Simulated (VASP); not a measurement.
Be2Cd: single point with PBE

The system is Be2Cd.

```xyz
6
Lattice="4.8081 0.0000 0.0000 0.0000 4.8081 0.0000 0.0000 0.0000 4.4363" Properties=species:S:1:pos:R:3 pbc="T T T"
Be    1.6751    1.6751    0.0000
Be    0.7290    4.0791    2.2181
Be    3.1330    3.1330    0.0000
Be    4.0791    0.7290    2.2181
Cd    0.0000    0.0000    0.0000
Cd    2.4041    2.4041    2.2181
```

```
Program                : VASP 6.6.1
Task                   : single point
Functional             : PBE
Potentials or basis    : VASP PAW PBE potentials, release 64 (Be, Cd)
Cutoff                 : 520 eV
k mesh                 : 4 × 4 × 6
Occupations            : gaussian, width 0.1 eV
Spin                   : no spin polarisation
Dipole correction      : no
Further INCAR settings : ALGO = Fast; EDIFF = 1e-07; NBANDS = 25
```

```yaml
Pressure: 0.1 GPa
Band_gap_on_the_k_mesh: zero (bands 16 and 17 overlap by 2.95 eV)
```

Levels at points of the mesh, in eV from the Fermi level:
```csv
k point,band 13,band 14,band 15,band 16,band 17,band 18,band 19,band 20
"(0.00, 0.00, 0.00)",-1.77,-1.66,-1.66,0.94,1.10,2.23,2.49,3.66
"(0.50, 0.00, 0.00)",-0.80,-0.80,-0.18,-0.18,0.87,0.87,2.14,2.14
"(0.50, 0.50, 0.00)",-3.85,-3.85,0.16,0.16,2.55,2.55,2.74,2.74
"(0.00, 0.00, 0.50)",-2.21,-2.21,-0.06,-0.06,0.82,0.82,2.44,2.44
"(0.50, 0.00, 0.50)",-4.57,-4.57,-0.10,-0.10,1.56,1.56,2.29,2.29
"(0.50, 0.50, 0.50)",-3.68,-3.68,-1.85,-1.85,-1.65,-1.65,5.08,5.08
```

Run time: 55 s on 1 thread of Intel(R) Xeon(R) Platinum 8375C CPU @ 2.90GHz (Ice Lake), with other jobs on the host, peak memory 0.23 GiB.
